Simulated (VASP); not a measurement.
Input of a VASP 6.6.1 run:

The input INCAR:

```
SYSTEM = Pd
ALGO = Normal
EDIFF = 1E-6
ENCUT = 520
GGA = CA
ISIF = 2
ISMEAR = -1
LASPH = .TRUE.
LCHARG = .FALSE.
LREAL = .FALSE.
LWAVE = .FALSE.
NBANDS = 28
NELM = 100
PREC = Accurate
SIGMA = 0.1
```

KPOINTS

```
k-points
0
G
  15 15 4
  0 0 0
```

POSCAR

```
Pd
1.0
    2.8137017134      0.0000000000      0.0000000000
   -1.4068508567      2.4367371624      0.0000000000
    0.0000000000      0.0000000000      9.2784211224
Pd
4
Direct
    1.0000000000      1.0000000000      0.0000000000
    1.0000000000      0.0000000000      0.5000000000
    0.3333333333      0.6666666667      0.2500000000
    0.6666666667      0.3333333333      0.7500000000
```

Potentials or basis: VASP PAW LDA potentials, release 64 (Pd).

Command:

```console
$ cat potpaw_LDA.64/Pd/POTCAR > POTCAR
$ mpirun -np 1 vasp_std > vasp.out
```

(1) What does it give for the band gap on the k mesh?

(2) What does it give for the pressure?

## Answers

(1) zero (band 20 reaches 8.55 eV, above the bottom of band 21 at 7.73 eV).

(2) -18.5 GPa.
